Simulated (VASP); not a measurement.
# Au in VASP: notebook

Au is run at these levels: PBE; tasks: single point, relaxation of cell and atoms.

Program: VASP 6.6.1. These are calculated values, not measurements. Logs are shortened: lines on timing, memory, paths and dates and some standing lists are left out, and cuts for length are marked.

## 1. The cell of the first run

Symmetry: P6/mmm, No. 191, hexagonal system. Conventional cell: a = 2.835 Å, b = 2.835 Å, c = 2.649 Å, α = 90.00°, β = 90.00°, γ = 120.00°. Au (site symmetry 6/mmm) has 8 Au at 2.65 to 2.84 Å within 3.5 Å.

## 2. Single point, PBE

Contents of INCAR:

```
SYSTEM = Au
ALGO = Normal
EDIFF = 1E-7
ENCUT = 520
GGA = PE
ISIF = 2
ISMEAR = 0
LASPH = .True.
LCHARG = .False.
LREAL = .False.
LWAVE = .False.
NBANDS = 12
NELM = 100
PREC = Accurate
SIGMA = 0.1
```

Contents of KPOINTS:

```
k-points
0
Gamma
  9 9 6
  0 0 0
```

Contents of POSCAR:

```
Au
1.0
    2.8352074559      0.0000000000      0.0000000000
   -1.4176037280      2.4553616818      0.0000000000
    0.0000000000      0.0000000000      2.6491469666
Au
1
Direct
    0.0000000000      0.0000000000      0.0000000000
```

Potentials or basis: VASP PAW PBE potentials, release 64 (Au).

On the command line:

```bash
> cat potpaw_PBE.64/Au/POTCAR > POTCAR
> mpirun -np 1 vasp_std > vasp.out
```

OUTCAR:

```text
SYSTEM = Au
   EDIFF = 1E-7
   ENCUT = 520
   GGA = PE
   ISIF = 2
   ISMEAR = 0
   LASPH = .True.
   LREAL = .False.
   NELM = 100
   PREC = Accurate

 ion  position               nearest neighbor table
   1  0.000  0.000  0.000-

  LATTYP: Found a hexagonal cell.
 ALAT       =     2.8352074559
 C/A-ratio  =     0.9343750000

  Lattice vectors:

 A1 = (   2.8352074559,   0.0000000000,   0.0000000000)
 A2 = (  -1.4176037280,   2.4553616818,   0.0000000000)
 A3 = (   0.0000000000,   0.0000000000,   2.6491469666)

Analysis of symmetry for initial positions (statically):
=====================================================================
 Subroutine PRICEL returns:
 Original cell was already a primitive cell.

 Routine SETGRP: Setting up the symmetry group for a
 hexagonal supercell.

 Subroutine GETGRP returns: Found 24 space group operations
 (whereof 24 operations were pure point group operations)
 out of a pool of 24 trial point group operations.

The static configuration has the point symmetry D_6h.

Analysis of symmetry for dynamics (positions and initial velocities):
=====================================================================
 Subroutine PRICEL returns:
 Original cell was already a primitive cell.

 Routine SETGRP: Setting up the symmetry group for a
 hexagonal supercell.

 Subroutine GETGRP returns: Found 24 space group operations
 (whereof 24 operations were pure point group operations)
 out of a pool of 24 trial point group operations.

The dynamic configuration has the point symmetry D_6h.

 Subroutine INISYM returns: Found 24 space group operations
 (whereof 24 operations are pure point group operations),
 and found     1 'primitive' translations

----------------------------------------------------------------------------------------

                                     Primitive cell

  volume of cell :      18.4419

  direct lattice vectors                    reciprocal lattice vectors
     2.835207456  0.000000000  0.000000000     0.352707876  0.203635987  0.000000000
    -1.417603728  2.455361682  0.000000000     0.000000000  0.407271974  0.000000000
     0.000000000  0.000000000  2.649146967     0.000000000  0.000000000  0.377480001

  length of vectors
     2.835207456  2.835207456  2.649146967     0.407271974  0.407271974  0.377480001

  position of ions in fractional coordinates (direct lattice)
     0.000000000  0.000000000  0.000000000

  ion indices of the primitive-cell ions
   primitive index   ion index
                 1           1

----------------------------------------------------------------------------------------

 KPOINTS: k-points

Automatic generation of k-mesh.
 Grid dimensions read from file:
 generate k-points for:    9    9    6

 Generating k-lattice:

  Cartesian coordinates                     Fractional coordinates (reciprocal lattice)
     0.039189764  0.022626221  0.000000000     0.111111111  0.000000000  0.000000000
     0.000000000  0.045252442  0.000000000     0.000000000  0.111111111  0.000000000
     0.000000000  0.000000000  0.062913334     0.000000000  0.000000000  0.166666667

  Length of vectors
     0.045252442  0.045252442  0.062913334

  Shift w.r.t. Gamma in fractional coordinates (k-lattice)
     0.000000000  0.000000000  0.000000000

 Subroutine IBZKPT returns following result:
 ===========================================

 Found     48 irreducible k-points:

 Following reciprocal coordinates:
            Coordinates               Weight
  0.000000  0.000000  0.000000      1.000000
  0.111111 -0.000000  0.000000      6.000000
  0.222222 -0.000000  0.000000      6.000000
  0.333333 -0.000000  0.000000      6.000000
  0.444444 -0.000000  0.000000      6.000000
  0.111111  0.111111  0.000000      6.000000
[... 16 lines left out ...]
  0.333333  0.222222  0.166667     24.000000
  0.333333  0.333333  0.166667      4.000000
 [... further k-points ...]
   k-points           NKPTS =     48   k-points in BZ     NKDIM =     48   number of bands    NBANDS=     12
   number of dos      NEDOS =    301   number of ions     NIONS =      1
   total plane-waves  NPLWV =  11520
   dimension x,y,z NGX =    24 NGY =   24 NGZ =   20
   dimension x,y,z NGXF=    48 NGYF=   48 NGZF=   40
   ions per type =               1
   NGX,Y,Z   is equivalent  to a cutoff of  14.07, 14.07, 12.55 a.u.
   NGXF,Y,Z  is equivalent  to a cutoff of  28.15, 28.15, 25.10 a.u.
 SYSTEM =  Au
   PREC   = accura    normal or accurate (medium, high low for compatibility)
   ISTART =      0    job   : 0-new  1-cont  2-samecut
   ICHARG =      2    charge: 1-file 2-atom 10-const
   ISPIN  =      1    spin polarized calculation?
   LNONCOLLINEAR =      F non collinear calculations
   LSORBIT =      F    spin-orbit coupling
   LASPH  =      T    aspherical Exc in radial PAW
   ENCUT  =  520.0 eV  38.22 Ry    6.18 a.u.   5.27  5.27  4.93*2*pi/ulx,y,z
   NELM   =    100;   NELMIN=  2; NELMDL= -5     # of ELM steps
   EDIFF  = 0.1E-06   stopping-criterion for ELM
   LREAL  =      F    real-space projection
   EDIFFG = 0.1E-05   stopping-criterion for IOM
   NSW    =      0    number of steps for IOM
   IBRION =     -1    ionic relax: 0-MD 1-quasi-New 2-CG
   NFREE  =      0    steps in history (QN), initial steepest desc. (CG)
   ISIF   =      2    stress and relaxation
   ISYM   =      2    0-nonsym 1-usesym 2-fastsym
   POTIM  = 0.5000    time-step for ionic-motion
   TEBEG  =    0.0;   TEEND  =   0.0 temperature during run
   PSTRESS=    0.0 pullay stress
   NELECT =      11.0000    total number of electrons
   NUPDOWN=      -1.0000    fix difference up-down
   EMIN   =  10.00;   EMAX   =-10.00  energy-range for DOS
   EFERMI =   0.00;   METHOD = LEGACY
   ISMEAR =     0;   SIGMA  =   0.10  broadening in eV -4-tet -1-fermi 0-gaus
   EFERMI_NEDOS =   21; number of points for ismear=-14 and -15
   IALGO  =     38    algorithm
   IMIX   =      4    mixing-type and parameters
     AMIX     =   0.40;   BMIX     =  1.00
     AMIX_MAG =   1.60;   BMIX_MAG =  1.00
  volume/ion in A,a.u.               =      18.44       124.45
  Fermi-wavevector in a.u.,A,eV,Ry     =   1.378067  2.604169 25.838390  1.899068
  Thomas-Fermi vector in A             =   2.503162
   LORBIT       =      0    0 simple, 1 ext, 2 COOP (PROOUT), +10 PAW based schemes
   GGA     = PE    functional components
   LHFCALC =     F    Hartree Fock is set to
   AEXX    =    0.0000 exact exchange contribution
   IVDW    =     0    specifies the selected vdW correction
   LEPSILON=     F    determine dielectric tensor
   LRPA    =     F    only Hartree local field effects (RPA)
 non-spin polarized calculation
 Gauss-broadening in eV      SIGMA  =   0.10
  energy-cutoff  :      520.00
  volume of cell :       18.44
 maximum number of plane-waves:       513
 NGX is ok and might be reduce to    24
   NGX = 11   NGY = 11   NGZ =  9

 number of electron      11.0000000 magnetization

 Free energy of the ion-electron system (eV)
  ---------------------------------------------------
  ext. energy  EPLUGINS =         0.00000000
  ---------------------------------------------------
  free energy    TOTEN  =        -3.11669730 eV

  energy without entropy =       -3.11477023  energy(sigma->0) =       -3.11573376

 E-fermi :   7.8838     XC(G=0): -12.1691

 val. band max:        7.8329231608   @ k =   0.2222   0.2222   0.1667
 cond. band min:       7.9740715794   @ k =   0.1111  -0.0000   0.5000
 fundamental gap:      0.1411484187
 Fermi energy:         7.8837699900

 k-point     1 :       0.0000    0.0000    0.0000
  band No.  band energies     occupation
      1      -0.8375      2.00000
      2       1.6535      2.00000
      3       3.8360      2.00000
      4       3.8360      2.00000
      5       6.4958      2.00000
      6       6.4958      2.00000
      7      22.2722      0.00000
      8      23.0315      0.00000
      9      26.4148      0.00000
     10      26.4148      0.00000
     11      28.8724      0.00000
     12      32.7924      0.00000

 k-point     2 :       0.1111   -0.0000    0.0000
  band No.  band energies     occupation
      1      -0.4521      2.00000
      2       1.7708      2.00000
      3       3.6621      2.00000
      4       4.1018      2.00000
      5       6.2922      2.00000
      6       6.4567      2.00000
      7      22.9200      0.00000
      8      22.9419      0.00000
      9      24.4149      0.00000
     10      25.3342      0.00000
     11      29.3645      0.00000
     12      33.8713      0.00000

 k-point     3 :       0.2222   -0.0000    0.0000
  band No.  band energies     occupation
      1       0.5080      2.00000
      2       2.0556      2.00000
      3       3.4894      2.00000
      4       4.8330      2.00000
      5       5.8171      2.00000
      6       6.3589      2.00000
      7      19.3902      0.00000
      8      23.2366      0.00000
      9      24.6553      0.00000
     10      25.0287      0.00000
     11      28.9131      0.00000
     12      34.2594      0.00000

 k-point     4 :       0.3333   -0.0000    0.0000
  band No.  band energies     occupation
      1       1.3048      2.00000
      2       2.0942      2.00000
      3       4.5588      2.00000
      4       5.3334      2.00000
      5       5.8002      2.00000
      6       6.2498      2.00000
      7      15.2911      0.00000
      8      21.1805      0.00000
      9      25.7021      0.00000
     10      26.8946      0.00000
     11      27.8965      0.00000
     12      34.6820      0.00000

 k-point     5 :       0.4444   -0.0000    0.0000
  band No.  band energies     occupation
      1       1.4598      2.00000
      2       2.1053      2.00000
      3       5.0432      2.00000
      4       6.1797      2.00000
      5       6.5476      2.00000
      6       6.8512      2.00000
      7      11.6900      0.00000
      8      19.8441      0.00000
      9      25.7880      0.00000
     10      27.0719      0.00000
     11      28.5545      0.00000
     12      33.8871      0.00000
[... 228 lines left out ...]
      1       2.0285      2.00000
      2       3.1396      2.00000
      3       3.7670      2.00000
      4       5.4497      2.00000
      5       6.0077      2.00000
      6      10.0245      0.00000
      7      10.9386      0.00000
      8      19.1376      0.00000
      9      24.9356      0.00000
     10      25.0562      0.00000
     11      29.4560      0.00000
     12      32.9069      0.00000

 k-point    22 :       0.2222    0.2222    0.1667
  band No.  band energies     occupation
      1       2.7567      2.00000
      2       3.0215      2.00000
      3       3.3309      2.00000
      4       4.8086      2.00000
      5       5.3857      2.00000
      6       7.8329      1.52791
      7      15.6263      0.00000
      8      18.1748      0.00000
      9      23.0745      0.00000
     10      29.2701      0.00000
     11      30.2129      0.00000
     12      31.6395      0.00000

 k-point    23 :       0.3333    0.2222    0.1667
  band No.  band energies     occupation
      1       2.8220      2.00000
      2       3.1545      2.00000
      3       3.7474      2.00000
      4       5.0252      2.00000
      5       5.1500      2.00000
      6       9.9874      0.00000
      7      12.7441      0.00000
      8      16.5768      0.00000
      9      24.8999      0.00000
     10      27.1927      0.00000
     11      30.1701      0.00000
     12      32.4824      0.00000

 k-point    24 :       0.3333    0.3333    0.1667
  band No.  band energies     occupation
      1       3.2357      2.00000
      2       3.5086      2.00000
      3       3.5086      2.00000
      4       4.8683      2.00000
      5       4.8683      2.00000
      6      10.8435      0.00000
      7      13.7955      0.00000
      8      13.7955      0.00000
      9      26.5992      0.00000
     10      26.5992      0.00000
     11      29.2102      0.00000
     12      34.4626      0.00000

 [... further k-points ...]

------------------------ aborting loop because EDIFF is reached ----------------------------------------

  FORCE on cell =-STRESS in cart. coord.  units (eV):
  Direction    XX          YY          ZZ          XY          YZ          ZX
  --------------------------------------------------------------------------------------
  -------------------------------------------------------------------------------------
  Total        0.2701546      0.2701546      1.9913075     -0.0000000     -0.0000000      0.0000000
  in kB       23.4701873     23.4701873    172.9985853     -0.0000000     -0.0000000      0.0000000
  external PRESSURE =      73.3129866 kB  Pullay stress =       0.0000000 kB

 VOLUME and BASIS-vectors are now :
 -----------------------------------------------------------------------------
  energy-cutoff  :      520.00
  volume of cell :       18.44
      direct lattice vectors                 reciprocal lattice vectors
     2.835207456  0.000000000  0.000000000     0.352707876  0.203635987  0.000000000
    -1.417603728  2.455361682  0.000000000     0.000000000  0.407271974  0.000000000
     0.000000000  0.000000000  2.649146967     0.000000000  0.000000000  0.377480001

 POSITION                                       TOTAL-FORCE (eV/Angst)
 -----------------------------------------------------------------------------------
      0.00000      0.00000      0.00000         0.000000      0.000000      0.000000
 -----------------------------------------------------------------------------------
    total drift:                                0.000000     -0.000000      0.000000

  FREE ENERGIE OF THE ION-ELECTRON SYSTEM (eV)
  ---------------------------------------------------
  free  energy   TOTEN  =        -3.1166972987 eV

  energy  without entropy=       -3.1147702312  energy(sigma->0) =       -3.11573376
```

It took 4.3 s on 1 thread of Intel Xeon 6975P-C (Granite Rapids), shared host; peak memory 0.14 GiB.

What came out:

```yaml
Free_energy: -3.1167 eV
Pressure: 7.3 GPa
```

Levels at points of the mesh, in eV from the Fermi level:
| k point | band 3 | band 4 | band 5 | band 6 | band 7 | band 8 |
| --- | --- | --- | --- | --- | --- | --- |
| (0.00, 0.00, 0.00) | -4.05 | -4.05 | -1.39 | -1.39 | 14.39 | 15.15 |
| (0.00, 0.00, 0.50) | -3.68 | -3.08 | -3.08 | -0.92 | 2.66 | 18.09 |

Caveat: the k points lie up to 0.40 Å⁻¹ apart; spin-orbit coupling is left out, which moves the levels of the heavy elements.

(Part 1 of 2 ends here.)
